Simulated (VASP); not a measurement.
# Al3H (P6/mmm) in VASP: notebook

Runs on Al3H. Level: PBE. Tasks: single point.

Everything below comes from runs of VASP 6.6.1. Logs are shortened: lines on timing, memory, paths and dates and some standing lists are left out, and cuts for length are marked.

## (1) The cell of the first run

Symmetry: P6/mmm, No. 191, hexagonal system. The conventional cell has a = 3.818 Å, b = 3.818 Å, c = 4.136 Å, α = 90.00°, β = 90.00°, γ = 120.00°. Within 2.9 Å of Al (site symmetry -6m2) lie 3 Al at 2.20 Å and 3 H at 2.20 Å. Within 2.7 Å of Al (site symmetry 6/mmm) lie 2 H at 2.07 Å. Within 2.7 Å of H (site symmetry 6/mmm) lie 8 Al at 2.07 to 2.20 Å.

The cell was generated, and may not be a known phase.

## (2) Single point, PBE

INCAR

```
SYSTEM = Al3H
  PREC = Accurate
  ENCUT = 520
  EDIFF = 1E-6
  ISMEAR = 0
  SIGMA = 0.1
  LREAL = .False.
  LASPH = .True.
  NELM = 100
  ALGO = Normal
  ISIF = 2
  LWAVE = .False.
  LCHARG = .True.
  GGA = PE
  LELF = .True.
  LVHAR = .True.
  NBANDS = 13
```

KPOINTS

```
Automatic mesh
0
Gamma
  6 6 4
  0 0 0
```

POSCAR

```
Al3H
1.0
    3.8178714400      0.0000000000      0.0000000000
   -1.9089357200      3.3063736600      0.0000000000
    0.0000000000      0.0000000000      4.1356946300
Al H
3 1
Direct
    0.3333333300      0.6666666700      0.0000000000
    0.6666666700      0.3333333300      0.0000000000
    0.0000000000      0.0000000000      0.5000000000
    0.0000000000      0.0000000000      0.0000000000
```

Potentials or basis: VASP PAW PBE potentials, release 64 (Al, H).

Run with:

```sh
$ cat potpaw_PBE.64/Al/POTCAR potpaw_PBE.64/H/POTCAR > POTCAR
$ mpirun -np 1 vasp_std > vasp.out
```

OUTCAR:

```text
SYSTEM = Al3H
   PREC = Accurate
   ENCUT = 520
   EDIFF = 1E-6
   ISMEAR = 0
   LREAL = .False.
   LASPH = .True.
   NELM = 100
   ISIF = 2
   GGA = PE

 ion  position               nearest neighbor table
   1  0.333  0.667  0.000-   2 2.20   2 2.20   2 2.20   3 3.02   3 3.02   3 3.02   3 3.02   3 3.02
                             3 3.02
   2  0.667  0.333  0.000-   1 2.20   1 2.20   1 2.20   3 3.02   3 3.02   3 3.02   3 3.02   3 3.02
                             3 3.02
   3  0.000  0.000  0.500-   4 2.07   4 2.07   1 3.02   1 3.02   2 3.02   2 3.02   2 3.02   2 3.02
                             1 3.02   1 3.02   2 3.02   2 3.02   1 3.02   1 3.02
   4  0.000  0.000  0.000-   3 2.07   3 2.07

  LATTYP: Found a hexagonal cell.
 ALAT       =     3.8178714400
 C/A-ratio  =     1.0832461739

  Lattice vectors:

 A1 = (   3.8178714400,   0.0000000000,   0.0000000000)
 A2 = (  -1.9089357200,   3.3063736600,   0.0000000000)
 A3 = (   0.0000000000,   0.0000000000,   4.1356946300)

Analysis of symmetry for initial positions (statically):
=====================================================================
 Subroutine PRICEL returns:
 Original cell was already a primitive cell.

 Routine SETGRP: Setting up the symmetry group for a
 hexagonal supercell.

 Subroutine GETGRP returns: Found 24 space group operations
 (whereof 24 operations were pure point group operations)
 out of a pool of 24 trial point group operations.

The static configuration has the point symmetry D_6h.

Analysis of symmetry for dynamics (positions and initial velocities):
=====================================================================
 Subroutine PRICEL returns:
 Original cell was already a primitive cell.

 Routine SETGRP: Setting up the symmetry group for a
 hexagonal supercell.

 Subroutine GETGRP returns: Found 24 space group operations
 (whereof 24 operations were pure point group operations)
 out of a pool of 24 trial point group operations.

The dynamic configuration has the point symmetry D_6h.

 Subroutine INISYM returns: Found 24 space group operations
 (whereof 24 operations are pure point group operations),
 and found     1 'primitive' translations

----------------------------------------------------------------------------------------

                                     Primitive cell

  volume of cell :      52.2062

  direct lattice vectors                    reciprocal lattice vectors
     3.817871440  0.000000000  0.000000000     0.261926054  0.151223077  0.000000000
    -1.908935720  3.306373660  0.000000000     0.000000000  0.302446155  0.000000000
     0.000000000  0.000000000  4.135694630     0.000000000  0.000000000  0.241797350

  length of vectors
     3.817871440  3.817871444  4.135694630     0.302446155  0.302446155  0.241797350

  position of ions in fractional coordinates (direct lattice)
     0.333333330  0.666666670  0.000000000
     0.666666670  0.333333330  0.000000000
     0.000000000  0.000000000  0.500000000
     0.000000000  0.000000000  0.000000000

  ion indices of the primitive-cell ions
   primitive index   ion index
                 1           1
                 2           2
                 3           3
                 4           4

----------------------------------------------------------------------------------------

 KPOINTS: Automatic mesh

Automatic generation of k-mesh.
 Grid dimensions read from file:
 generate k-points for:    6    6    4

 Generating k-lattice:

  Cartesian coordinates                     Fractional coordinates (reciprocal lattice)
     0.043654342  0.025203846  0.000000000     0.166666667  0.000000000  0.000000000
     0.000000000  0.050407692  0.000000000     0.000000000  0.166666667  0.000000000
     0.000000000  0.000000000  0.060449337     0.000000000  0.000000000  0.250000000

  Length of vectors
     0.050407693  0.050407692  0.060449337

  Shift w.r.t. Gamma in fractional coordinates (k-lattice)
     0.000000000  0.000000000  0.000000000

 Subroutine IBZKPT returns following result:
 ===========================================

 Found     21 irreducible k-points:

 Following reciprocal coordinates:
            Coordinates               Weight
  0.000000  0.000000  0.000000      1.000000
  0.166667 -0.000000  0.000000      6.000000
  0.333333 -0.000000  0.000000      6.000000
  0.500000 -0.000000  0.000000      3.000000
  0.166667  0.166667  0.000000      6.000000
  0.333333  0.166667  0.000000     12.000000
[... 13 lines left out ...]
  0.333333  0.166667  0.500000     12.000000
  0.333333  0.333333  0.500000      2.000000
   k-points           NKPTS =     21   k-points in BZ     NKDIM =     21   number of bands    NBANDS=     13
   number of dos      NEDOS =    301   number of ions     NIONS =      4
   total plane-waves  NPLWV =  25088
   dimension x,y,z NGX =    28 NGY =   28 NGZ =   32
   dimension x,y,z NGXF=    56 NGYF=   56 NGZF=   64
   ions per type =               3   1
   NGX,Y,Z   is equivalent  to a cutoff of  12.19, 12.19, 12.86 a.u.
   NGXF,Y,Z  is equivalent  to a cutoff of  24.38, 24.38, 25.73 a.u.
 SYSTEM =  Al3H
   PREC   = accura    normal or accurate (medium, high low for compatibility)
   ISTART =      0    job   : 0-new  1-cont  2-samecut
   ICHARG =      2    charge: 1-file 2-atom 10-const
   ISPIN  =      1    spin polarized calculation?
   LNONCOLLINEAR =      F non collinear calculations
   LSORBIT =      F    spin-orbit coupling
   LASPH  =      T    aspherical Exc in radial PAW
   ENCUT  =  520.0 eV  38.22 Ry    6.18 a.u.   7.10  7.10  7.69*2*pi/ulx,y,z
   NELM   =    100;   NELMIN=  2; NELMDL= -5     # of ELM steps
   EDIFF  = 0.1E-05   stopping-criterion for ELM
   LREAL  =      F    real-space projection
   EDIFFG = 0.1E-04   stopping-criterion for IOM
   NSW    =      0    number of steps for IOM
   IBRION =     -1    ionic relax: 0-MD 1-quasi-New 2-CG
   NFREE  =      0    steps in history (QN), initial steepest desc. (CG)
   ISIF   =      2    stress and relaxation
   ISYM   =      2    0-nonsym 1-usesym 2-fastsym
   POTIM  = 0.5000    time-step for ionic-motion
   TEBEG  =    0.0;   TEEND  =   0.0 temperature during run
   PSTRESS=    0.0 pullay stress
   NELECT =      10.0000    total number of electrons
   NUPDOWN=      -1.0000    fix difference up-down
   EMIN   =  10.00;   EMAX   =-10.00  energy-range for DOS
   EFERMI =   0.00;   METHOD = LEGACY
   ISMEAR =     0;   SIGMA  =   0.10  broadening in eV -4-tet -1-fermi 0-gaus
   EFERMI_NEDOS =   21; number of points for ismear=-14 and -15
   IALGO  =     38    algorithm
   IMIX   =      4    mixing-type and parameters
     AMIX     =   0.40;   BMIX     =  1.00
     AMIX_MAG =   1.60;   BMIX_MAG =  1.00
  volume/ion in A,a.u.               =      13.05        88.08
  Fermi-wavevector in a.u.,A,eV,Ry     =   0.943701  1.783336 12.116954  0.890571
  Thomas-Fermi vector in A             =   2.071434
   LORBIT       =      0    0 simple, 1 ext, 2 COOP (PROOUT), +10 PAW based schemes
   GGA     = PE    functional components
   LHFCALC =     F    Hartree Fock is set to
   AEXX    =    0.0000 exact exchange contribution
   IVDW    =     0    specifies the selected vdW correction
   LEPSILON=     F    determine dielectric tensor
   LRPA    =     F    only Hartree local field effects (RPA)
 non-spin polarized calculation
 Gauss-broadening in eV      SIGMA  =   0.10
  energy-cutoff  :      520.00
  volume of cell :       52.21
 maximum number of plane-waves:      1420
   NGX = 15   NGY = 15   NGZ = 15

 number of electron      10.0000000 magnetization

 number of electron       9.9999999 magnetization

 Free energy of the ion-electron system (eV)
  ---------------------------------------------------
  ext. energy  EPLUGINS =         0.00000000
  ---------------------------------------------------
  free energy    TOTEN  =       -10.75168991 eV

  energy without entropy =      -10.73224102  energy(sigma->0) =      -10.74196547

 E-fermi :   7.2995     XC(G=0): -10.1406

 val. band max:        7.2805285114   @ k =   0.1667  -0.0000   0.2500
 cond. band min:       7.3174721116   @ k =   0.1667  -0.0000   0.5000
 fundamental gap:      0.0369436002
 Fermi energy:         7.2994735935

 k-point     1 :       0.0000    0.0000    0.0000
  band No.  band energies     occupation
      1      -4.4606      2.00000
      2       4.5260      2.00000
      3       4.8317      2.00000
      4       7.8190      0.00000
      5       7.8833      0.00000
      6       7.8833      0.00000
      7       8.4508      0.00000
      8       8.4508      0.00000
      9      12.3780      0.00000
     10      16.4269      0.00000
     11      16.4269      0.00000
     12      16.6163      0.00000
     13      16.8513      0.00000

 k-point     2 :       0.1667   -0.0000    0.0000
  band No.  band energies     occupation
      1      -4.1036      2.00000
      2       4.2581      2.00000
      3       4.8687      2.00000
      4       5.6057      2.00000
      5       6.5051      2.00000
      6       7.2666      1.35812
      7      10.4419      0.00000
      8      11.3454      0.00000
      9      13.1702      0.00000
     10      13.3197      0.00000
     11      15.0276      0.00000
     12      15.0547      0.00000
     13      15.5173      0.00000
[... 273 lines left out ...]
 k-point    20 :       0.3333    0.1667    0.5000
  band No.  band energies     occupation
      1      -1.3395      2.00000
      2       1.5465      2.00000
      3       2.3657      2.00000
      4       3.8062      2.00000
      5       4.6438      2.00000
      6       6.8105      2.00000
      7       9.3197      0.00000
      8      13.1990      0.00000
      9      14.2719      0.00000
     10      16.3275      0.00000
     11      17.0362      0.00000
     12      17.7580      0.00000
     13      18.1189      0.00000

 k-point    21 :       0.3333    0.3333    0.5000
  band No.  band energies     occupation
      1      -0.6720      2.00000
      2       1.8477      2.00000
      3       1.8477      2.00000
      4       3.5903      2.00000
      5       4.5945      2.00000
      6       4.5945      2.00000
      7      10.9064      0.00000
      8      15.2744      0.00000
      9      15.2744      0.00000
     10      16.3923      0.00000
     11      16.3923      0.00000
     12      16.9239      0.00000
     13      18.1294      0.00000

------------------------ aborting loop because EDIFF is reached ----------------------------------------

  FORCE on cell =-STRESS in cart. coord.  units (eV):
  Direction    XX          YY          ZZ          XY          YZ          ZX
  --------------------------------------------------------------------------------------
  -------------------------------------------------------------------------------------
  Total       12.6291304     12.6291304     -1.6154052      0.0000000      0.0000000      0.0000000
  in kB      387.5808696    387.5808706    -49.5758713      0.0000000      0.0000000      0.0000000
  external PRESSURE =     241.8619563 kB  Pullay stress =       0.0000000 kB

 VOLUME and BASIS-vectors are now :
 -----------------------------------------------------------------------------
  energy-cutoff  :      520.00
  volume of cell :       52.21
      direct lattice vectors                 reciprocal lattice vectors
     3.817871440  0.000000000  0.000000000     0.261926054  0.151223077  0.000000000
    -1.908935720  3.306373660  0.000000000     0.000000000  0.302446155  0.000000000
     0.000000000  0.000000000  4.135694630     0.000000000  0.000000000  0.241797350

 POSITION                                       TOTAL-FORCE (eV/Angst)
 -----------------------------------------------------------------------------------
     -0.00000      2.20425      0.00000         0.000000     -0.000000     -0.000000
      1.90894      1.10212      0.00000        -0.000000      0.000000      0.000000
      0.00000      0.00000      2.06785         0.000000      0.000000      0.000000
      0.00000      0.00000      0.00000         0.000000      0.000000      0.000000
 -----------------------------------------------------------------------------------
    total drift:                               -0.000000     -0.000000     -0.000000

  FREE ENERGIE OF THE ION-ELECTRON SYSTEM (eV)
  ---------------------------------------------------
  free  energy   TOTEN  =       -10.7516899111 eV

  energy  without entropy=      -10.7322410203  energy(sigma->0) =      -10.74196547
```

It took 9.2 s on 1 thread of Intel Xeon Platinum 8559C (Emerald Rapids), shared host; peak memory 0.15 GiB.

Results:

* Free energy: -10.7517 eV
* Pressure: 24.2 GPa
* Band gap on the k mesh: zero (bands 5 and 6 overlap by 3.87 eV)

Levels at points of the mesh, in eV from the Fermi level:
```tsv
k point	band 1	band 2	band 3	band 4	band 5	band 6	band 7	band 8	band 9	band 10
(0.00, 0.00, 0.00)	-11.76	-2.77	-2.47	0.52	0.58	0.58	1.15	1.15	5.08	9.13
(0.50, 0.00, 0.00)	-9.25	-7.54	-2.10	-1.63	0.08	0.59	0.63	1.96	6.27	6.27
(0.00, 0.00, 0.50)	-10.85	-7.42	0.44	1.16	1.16	2.32	2.32	4.29	4.29	5.72
(0.50, 0.00, 0.50)	-8.47	-6.52	-4.52	-3.76	-1.25	-0.61	1.77	3.00	9.16	9.59
```

Caveat: the k points lie up to 0.38 Å⁻¹ apart, too coarse for converged energies and pressures of a metal.

[end of part 1 of 2]

The gap in the log of VASP goes by the Fermi energy; the results here count the filled bands.